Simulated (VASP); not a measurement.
# BiTe in VASP: further runs, part 2 of 2

VASP 6.6.1. The steps go on from the part before.

**4. Relaxation of cell and atoms, PBE**

This run uses another cell than the first one, of 34.37 Å³/atom, 0.997 times its volume.

INCAR reads:

```
SYSTEM = BiTe
ALGO     = Normal         ! electronic algorithm
EDIFF    = 1E-6           ! SCF threshold, eV
EDIFFG   = -0.001         ! ionic threshold
ENCUT    = 600            ! plane-wave cutoff, eV
GGA      = PE             ! functional
IBRION   = 2              ! ionic algorithm
ISIF     = 3              ! what is computed and relaxed
ISMEAR   = -1             ! smearing method
LASPH    = .True.         ! aspherical terms in the spheres
LCHARG   = .False.        ! write CHGCAR
LREAL    = .False.        ! projectors in reciprocal space
LWAVE    = .False.        ! write WAVECAR
NELM     = 80             ! most SCF steps
NSW      = 80             ! ionic steps
PREC     = Accurate       ! precision mode
SIGMA    = 0.15           ! smearing width, eV
```

KPOINTS reads:

```
k-points
0
Gamma
  12 12 12
  0 0 0
```

POSCAR reads:

```
BiTe
1.0
    0.0000000000      3.2511941619      3.2511941619
    3.2511941619      0.0000000000      3.2511941619
    3.2511941619      3.2511941619      0.0000000000
Bi Te
1 1
Direct
    0.0000000000      0.0000000000      0.0000000000
    0.5000000000      0.5000000000      0.5000000000
```

Potentials or basis: VASP PAW PBE potentials, release 64 (Bi_d, Te).

On the command line:

```console
$ cat potpaw_PBE.64/Bi_d/POTCAR potpaw_PBE.64/Te/POTCAR > POTCAR
$ mpirun -np 1 vasp_std > vasp.out
```

OUTCAR:

```text
SYSTEM = BiTe
   EDIFF = 1E-6
   EDIFFG = -0.001
   ENCUT = 600
   GGA = PE
   IBRION = 2
   ISIF = 3
   ISMEAR = -1
   LASPH = .True.
   LREAL = .False.
   NELM = 80
   NSW = 80
   PREC = Accurate

 ion  position               nearest neighbor table
   1  0.000  0.000  0.000-   2 3.25   2 3.25   2 3.25   2 3.25   2 3.25   2 3.25
   2  0.500  0.500  0.500-   1 3.25   1 3.25   1 3.25   1 3.25   1 3.25   1 3.25

  LATTYP: Found a face centered cubic cell.
 ALAT       =     6.5023883238

  Lattice vectors:

 A1 = (   0.0000000000,   3.2511941619,   3.2511941619)
 A2 = (   3.2511941619,   0.0000000000,   3.2511941619)
 A3 = (   3.2511941619,   3.2511941619,   0.0000000000)

Analysis of symmetry for initial positions (statically):
=====================================================================
 Subroutine PRICEL returns:
 Original cell was already a primitive cell.

 Routine SETGRP: Setting up the symmetry group for a
 face centered cubic supercell.

 Subroutine GETGRP returns: Found 48 space group operations
[... 9 lines left out ...]

 Routine SETGRP: Setting up the symmetry group for a
 face centered cubic supercell.

 Subroutine GETGRP returns: Found 48 space group operations
[... 11 lines left out ...]
                                     Primitive cell

  volume of cell :      68.7320

  direct lattice vectors                    reciprocal lattice vectors
[... 208 lines left out ...]
 number of electron      21.0000001 magnetization

 Free energy of the ion-electron system (eV)
  ---------------------------------------------------
  ext. energy  EPLUGINS =         0.00000000
  ---------------------------------------------------
  free energy    TOTEN  =        -7.22905616 eV

  energy without entropy =       -7.12286335  energy(sigma->0) =       -7.17595975

 E-fermi :   6.4510     XC(G=0):  -9.3540

 val. band max:        6.4087530948   @ k =  -0.2500   0.2500   0.0000
 cond. band min:       6.4627071465   @ k =   0.2500   0.1667   0.0000
 fundamental gap:      0.0539540517
 Fermi energy:         6.4510112636

 k-point     1 :       0.0000    0.0000    0.0000
  band No.  band energies     occupation
      1     -16.7160      2.00000
      2     -16.7160      2.00000
      3     -16.7140      2.00000
      4     -16.7140      2.00000
      5     -16.7140      2.00000
      6      -6.9639      2.00000
      7      -1.7572      2.00000
      8       3.9409      2.00000
      9       3.9409      2.00000
     10       3.9409      2.00000
     11       8.5512      0.00000
     12       8.5512      0.00000
     13       8.5512      0.00000
     14      11.1337      0.00000
[... 377 lines left out ...]
      1     -16.7213      2.00000
      2     -16.7187      2.00000
      3     -16.7113      2.00000
      4     -16.7084      2.00000
      5     -16.7074      2.00000
      6      -5.0300      2.00000
      7      -4.5809      2.00000
      8       2.6854      2.00000
      9       3.9661      2.00000
     10       4.0523      2.00000
     11       6.6296      0.46631
     12       6.6396      0.44299
     13       8.3094      0.00001
     14      12.5899      0.00000

 [... further k-points ...]

------------------------ aborting loop because EDIFF is reached ----------------------------------------

  FORCE on cell =-STRESS in cart. coord.  units (eV):
  Direction    XX          YY          ZZ          XY          YZ          ZX
  --------------------------------------------------------------------------------------
  -------------------------------------------------------------------------------------
  Total       -0.0008277     -0.0008277     -0.0008277     -0.0000000      0.0000000     -0.0000000
  in kB       -0.0192398     -0.0192398     -0.0192398     -0.0000000      0.0000000     -0.0000000
  external PRESSURE =      -0.0192398 kB  Pullay stress =       0.0000000 kB
[... 17 lines left out ...]
  FREE ENERGIE OF THE ION-ELECTRON SYSTEM (eV)
  ---------------------------------------------------
  free  energy   TOTEN  =        -7.2290561553 eV

  energy  without entropy=       -7.1228633460  energy(sigma->0) =       -7.17595975

 reached required accuracy - stopping structural energy minimisation
```

OSZICAR:

```text
N       E                     dE             d eps       ncg     rms          rms(c)
DAV:   1     0.160425515137E+03    0.16043E+03   -0.10913E+04  2016   0.159E+03
DAV:   2     0.438637458669E+01   -0.15604E+03   -0.15348E+03  2130   0.376E+02
[... 21 lines left out ...]
DAV:   1    -0.722922381560E+01   -0.17791E-03   -0.48424E-03  2442   0.111E+00    0.708E-02
DAV:   2    -0.722908231956E+01    0.14150E-03   -0.25707E-04  2448   0.270E-01    0.298E-02
DAV:   3    -0.722905375938E+01    0.28560E-04   -0.11526E-04  2462   0.163E-01    0.477E-03
DAV:   4    -0.722905482701E+01   -0.10676E-05   -0.26944E-06  1628   0.149E-02    0.573E-03
DAV:   5    -0.722905594883E+01   -0.11218E-05   -0.67657E-07  1008   0.108E-02    0.167E-03
DAV:   6    -0.722905615530E+01   -0.20647E-06   -0.19640E-07  1008   0.768E-03
   3 F= -.72290562E+01 E0= -.71759598E+01  d E =-.801274E-04
```

CONTCAR:

```text
BiTe
   1.00000000000000
     0.0000000000000000    3.2543125824780903    3.2543125824780903
     3.2543125824780903   -0.0000000000000000    3.2543125824780903
     3.2543125824780903    3.2543125824780903    0.0000000000000000
  Bi              Te
     1     1
Direct
     0.0000000000000000    0.0000000000000000    0.0000000000000000
     0.5000000000000000    0.5000000000000000    0.5000000000000000

  0.00000000E+00  0.00000000E+00  0.00000000E+00
  0.00000000E+00  0.00000000E+00  0.00000000E+00
```

Wall time 100 s (1 thread of Intel Xeon Platinum 8488C (Sapphire Rapids), shared host); peak memory 0.3 GiB.

Results:

| Quantity | Value |
| --- | --- |
| Free energy | -7.2291 eV |
| Relaxed volume | 34.46 Å³/atom |
| Relaxed cell | a = 4.602 Å, b = 4.602 Å, c = 4.602 Å, α = 60.00°, β = 60.00°, γ = 60.00° |
| Space group after relaxing (to 0.05 Å) | Fm-3m (No. 225) |
| Energy gained by relaxing | 0.0 meV/atom |
| Ionic steps | 3 |
| Pressure after relaxing | 0.0 GPa |

Final structure:
```
Bi Te
1.0
     0.00000    3.25431    3.25431
     3.25431    0.00000    3.25431
     3.25431    3.25431    0.00000
Bi Te
1 1
Direct
  0.00000 0.00000 0.00000
  0.50000 0.50000 0.50000
```

Caveat: spin-orbit coupling is left out, which moves the levels of the heavy elements.

**5. Single point, PBE (biaxial strain in the a-b plane: -3.0 %)**

INCAR reads:

```
SYSTEM = BiTe
PREC = Accurate ; ENCUT = 520
EDIFF = 1E-6 ; ISMEAR = 0
SIGMA = 0.1 ; LREAL = .False.
LASPH = .True. ; NELM = 60
ALGO = Normal ; ISIF = 2
LWAVE = .False. ; LCHARG = .True.
GGA = PE ; LELF = .True.
LVHAR = .True. ; NBANDS = 29
```

KPOINTS reads:

```
Automatic mesh
0
Gamma
  12 12 8
  0 0 0
```

POSCAR reads:

```
BiTe
1.0
    3.1536583373      3.1536583373      0.0000000000
   -3.1536583373      3.1536583373      0.0000000000
    0.0000000000      0.0000000000      6.6194313141
Bi Te
2 2
Direct
    0.0000000000      0.0000000000      0.0000000000
    0.5000000000      0.5000000000      0.5000000000
    0.5000000000      0.5000000000      0.0000000000
    0.0000000000      0.0000000000      0.5000000000
```

Potentials or basis: VASP PAW PBE potentials, release 64 (Bi_d, Te).

On the command line:

```console
$ cat potpaw_PBE.64/Bi_d/POTCAR potpaw_PBE.64/Te/POTCAR > POTCAR
$ mpirun -np 1 vasp_std > vasp.out
```

OUTCAR:

```text
SYSTEM = BiTe
   PREC = Accurate
   ENCUT = 520
   EDIFF = 1E-6
   ISMEAR = 0
   LREAL = .False.
   LASPH = .True.
   NELM = 60
   ISIF = 2
   GGA = PE

 ion  position               nearest neighbor table
   1  0.000  0.000  0.000-   3 3.15   3 3.15   3 3.15   3 3.15   4 3.31   4 3.31
   2  0.500  0.500  0.500-   4 3.15   4 3.15   4 3.15   4 3.15   3 3.31   3 3.31
   3  0.500  0.500  0.000-   1 3.15   1 3.15   1 3.15   1 3.15   2 3.31   2 3.31
   4  0.000  0.000  0.500-   2 3.15   2 3.15   2 3.15   2 3.15   1 3.31   1 3.31

  LATTYP: Found a simple tetragonal cell.
 ALAT       =     4.4599463917
 C/A-ratio  =     1.4841952644

  Lattice vectors:

 A1 = (   3.1536583373,   3.1536583373,   0.0000000000)
 A2 = (  -3.1536583373,   3.1536583373,   0.0000000000)
 A3 = (   0.0000000000,   0.0000000000,   6.6194313141)

Analysis of symmetry for initial positions (statically):
=====================================================================
 Subroutine PRICEL returns following result:

  LATTYP: Found a body centered tetragonal cell.
 ALAT       =     4.4599463917
 C/A-ratio  =     1.4841952644

[... 188 lines left out ...]

 E-fermi :   7.0054     XC(G=0):  -9.5578

 val. band max:        7.0028464994   @ k =   0.1667   0.0000   0.2500
 cond. band min:       7.0060648996   @ k =   0.3333   0.0000   0.0000
 fundamental gap:      0.0032184002
 Fermi energy:         7.0054112478

 k-point     1 :       0.0000    0.0000    0.0000
  band No.  band energies     occupation
      1     -16.1867      2.00000
      2     -16.1845      2.00000
      3     -16.1826      2.00000
      4     -16.1812      2.00000
      5     -16.1765      2.00000
      6     -16.1627      2.00000
[... 757 lines left out ...]
     28      11.8164      0.00000
     29      14.4792      0.00000

 [... further k-points ...]

------------------------ aborting loop because EDIFF is reached ----------------------------------------

  FORCE on cell =-STRESS in cart. coord.  units (eV):
  Direction    XX          YY          ZZ          XY          YZ          ZX
  --------------------------------------------------------------------------------------
  -------------------------------------------------------------------------------------
  Total        3.3763569      3.3763569     -0.6357529      0.0000000      0.0000000     -0.0000000
  in kB       41.0845920     41.0845920     -7.7360443      0.0000000      0.0000000     -0.0000000
  external PRESSURE =      24.8110466 kB  Pullay stress =       0.0000000 kB

 VOLUME and BASIS-vectors are now :
 -----------------------------------------------------------------------------
  energy-cutoff  :      520.00
  volume of cell :      131.67
      direct lattice vectors                 reciprocal lattice vectors
     3.153658337  3.153658337  0.000000000     0.158546027  0.158546027  0.000000000
    -3.153658337  3.153658337  0.000000000    -0.158546027  0.158546027  0.000000000
     0.000000000  0.000000000  6.619431314     0.000000000  0.000000000  0.151070379

 POSITION                                       TOTAL-FORCE (eV/Angst)
 -----------------------------------------------------------------------------------
      0.00000      0.00000      0.00000         0.000000     -0.000000     -0.000000
      0.00000      3.15366      3.30972         0.000000      0.000000      0.000000
      0.00000      3.15366      0.00000        -0.000000     -0.000000     -0.000000
      0.00000      0.00000      3.30972        -0.000000     -0.000000     -0.000000
 -----------------------------------------------------------------------------------
    total drift:                               -0.000000      0.000000      0.000000

  FREE ENERGIE OF THE ION-ELECTRON SYSTEM (eV)
  ---------------------------------------------------
  free  energy   TOTEN  =       -14.2531282911 eV

  energy  without entropy=      -14.2370832448  energy(sigma->0) =      -14.24510577
```

OSZICAR:

```text
N       E                     dE             d eps       ncg     rms          rms(c)
DAV:   1     0.397015708583E+03    0.39702E+03   -0.19796E+04  8120   0.147E+03
DAV:   2     0.255943449429E+02   -0.37142E+03   -0.36186E+03  8377   0.393E+02
DAV:   3    -0.126531581666E+02   -0.38248E+02   -0.37431E+02 10155   0.139E+02
DAV:   4    -0.142127550432E+02   -0.15596E+01   -0.15456E+01  9275   0.292E+01
DAV:   5    -0.142920917594E+02   -0.79337E-01   -0.79328E-01 11890   0.649E+00    0.943E+00
DAV:   6    -0.142450891112E+02    0.47003E-01   -0.16529E-01 10003   0.233E+00    0.608E+00
DAV:   7    -0.142557378138E+02   -0.10649E-01   -0.78511E-02  9904   0.125E+00    0.551E-01
DAV:   8    -0.142527281005E+02    0.30097E-02   -0.16397E-02  9358   0.743E-01    0.314E-01
DAV:   9    -0.142531485538E+02   -0.42045E-03   -0.20357E-03  9328   0.252E-01    0.239E-01
DAV:  10    -0.142531335268E+02    0.15027E-04   -0.62093E-05 10363   0.678E-02    0.113E-01
DAV:  11    -0.142531291711E+02    0.43557E-05   -0.14625E-05  9992   0.248E-02    0.402E-02
DAV:  12    -0.142531278503E+02    0.13208E-05   -0.97548E-06  7791   0.190E-02    0.327E-02
DAV:  13    -0.142531282911E+02   -0.44082E-06   -0.47945E-07  5567   0.488E-03
   1 F= -.14253128E+02 E0= -.14245106E+02  d E =-.160450E-01
```

Wall time 3.4 min (1 thread of Intel Xeon 6975P-C (Granite Rapids), shared host); peak memory 0.57 GiB.

What came out:

* Free energy: -14.2531 eV
* Pressure: 2.5 GPa
* Band gap on the k mesh: zero (band 21 reaches 9.48 eV, above the bottom of band 22 at 6.07 eV)

Stress tensor (GPa, compression positive):
```
 4.11  0.00  0.00
 0.00  4.11  0.00
 0.00  0.00 -0.77
```

Levels at points of the mesh, in eV from the Fermi level:
| k point | band 17 | band 18 | band 19 | band 20 | band 21 | band 22 | band 23 | band 24 | band 25 | band 26 |
| --- | --- | --- | --- | --- | --- | --- | --- | --- | --- | --- |
| (0.00, 0.00, 0.00) | -4.12 | -2.84 | -2.84 | -2.21 | 1.48 | 2.20 | 2.59 | 2.59 | 3.84 | 3.84 |
| (0.50, 0.00, 0.00) | -2.16 | -2.16 | -1.91 | -1.91 | -0.20 | -0.20 | -0.03 | -0.03 | 2.67 | 2.67 |
| (0.50, 0.50, 0.00) | -4.50 | -4.50 | -3.87 | -3.87 | 2.11 | 2.11 | 3.09 | 3.09 | 4.26 | 4.26 |
| (0.00, 0.00, 0.50) | -3.55 | -3.55 | -3.11 | -3.11 | 0.90 | 0.90 | 2.91 | 2.91 | 3.09 | 3.09 |
| (0.50, 0.00, 0.50) | -1.94 | -1.94 | -1.54 | -1.54 | -0.94 | -0.94 | -0.62 | -0.62 | -0.61 | -0.61 |
| (0.50, 0.50, 0.50) | -5.32 | -5.32 | -1.73 | -1.73 | -0.38 | -0.38 | 4.15 | 4.15 | 4.15 | 4.15 |

Caveat: the cell differs from its parent crystal (biaxial strain in the a-b plane: -3.0 %); spin-orbit coupling is left out, which moves the levels of the heavy elements.

**6. Single point, PBE (biaxial strain in the a-b plane: -1.5 %, then relaxed in part)**

INCAR reads:

```
SYSTEM = BiTe
ALGO = Normal
EDIFF = 1E-6
ENCUT = 520
GGA = PE
ISIF = 2
ISMEAR = 0
LASPH = .TRUE.
LCHARG = .FALSE.
LREAL = .FALSE.
LWAVE = .FALSE.
NBANDS = 29
NELM = 60
PREC = Accurate
SIGMA = 0.1
```

KPOINTS reads:

```
k-points
0
G
  12 12 8
  0 0 0
```

POSCAR reads:

```
BiTe
1.0
    3.2024262497      3.2024262497      0.0000000000
   -3.2024262497      3.2024262497      0.0000000000
    0.0000000000      0.0000000000      6.5220550143
Bi Te
2 2
Direct
    0.0000000000      0.0000000000      0.0000000000
    0.5000000000      0.5000000000      0.5000000000
    0.5000000000      0.5000000000      0.0000000000
    0.0000000000      0.0000000000      0.5000000000
```

Potentials or basis: VASP PAW PBE potentials, release 64 (Bi_d, Te).

On the command line:

```console
$ cat potpaw_PBE.64/Bi_d/POTCAR potpaw_PBE.64/Te/POTCAR > POTCAR
$ mpirun -np 1 vasp_std > vasp.out
```

Wall time 3.3 min (1 thread of Intel Xeon 6975P-C (Granite Rapids), shared host); peak memory 0.57 GiB.

The run converged. Its results:

- Free energy: -14.3389 eV
- Pressure: 1.4 GPa
- Band gap on the k mesh: zero (band 21 reaches 9.37 eV, above the bottom of band 22 at 5.96 eV)

Stress tensor (GPa, compression positive):
```
 2.06  0.00  0.00
 0.00  2.06  0.00
 0.00  0.00 -0.04
```

Levels at points of the mesh, in eV from the Fermi level:
```
           k point  band 19  band 20  band 21  band 22  band 23  band 24
(0.00, 0.00, 0.00)    -2.66    -2.43     1.90     2.22     2.32     2.32
(0.50, 0.00, 0.00)    -2.02    -2.02    -0.13    -0.13    -0.02    -0.02
(0.50, 0.50, 0.00)    -3.97    -3.97     2.18     2.18     3.40     3.40
(0.00, 0.00, 0.50)    -2.90    -2.90     0.84     0.84     2.86     2.86
(0.50, 0.00, 0.50)    -1.59    -1.59    -0.84    -0.84    -0.65    -0.65
(0.50, 0.50, 0.50)    -1.64    -1.64    -0.30    -0.30     4.06     4.06
```

Caveat: the cell differs from its parent crystal (biaxial strain in the a-b plane: -1.5 %, then relaxed in part); spin-orbit coupling is left out, which moves the levels of the heavy elements.

**7. Summary**

| task | cell | k mesh | cutoff (eV) | smearing | gap on the mesh (eV) | pressure (GPa) |
| --- | --- | --- | --- | --- | --- | --- |
| single point | a = 4.603 Å, angles 60.0°, 2 atoms | 12 × 12 × 12 | 520 | fermi-dirac 0.15 eV | none | -0.1 |
| single point | a = 4.634 Å, angles 60.0°, 2 atoms | 12 × 12 × 12 | 520 | fermi-dirac 0.15 eV | none | -0.9 |
| relaxation of cell and atoms | relaxed from a = 4.598 Å, angles 60.0°, 2 atoms | 12 × 12 × 12 | 600 | fermi-dirac 0.15 eV | none | 0.0 |
| single point | a = 4.460, b = 4.460, c = 6.619 Å, 4 atoms | 12 × 12 × 8 | 520 | gaussian 0.1 eV | none | 2.5 |
| single point | a = 4.529, b = 4.529, c = 6.522 Å, 4 atoms | 12 × 12 × 8 | 520 | gaussian 0.1 eV | none | 1.4 |

Alike in all rows: level PBE; potentials or basis VASP PAW PBE potentials, release 64 (Bi_d, Te); no spin polarisation.

Caveats: spin-orbit coupling is left out, which moves the levels of the heavy elements.

Total energies depend on the potentials used, so only differences within one code and one set of settings carry meaning.
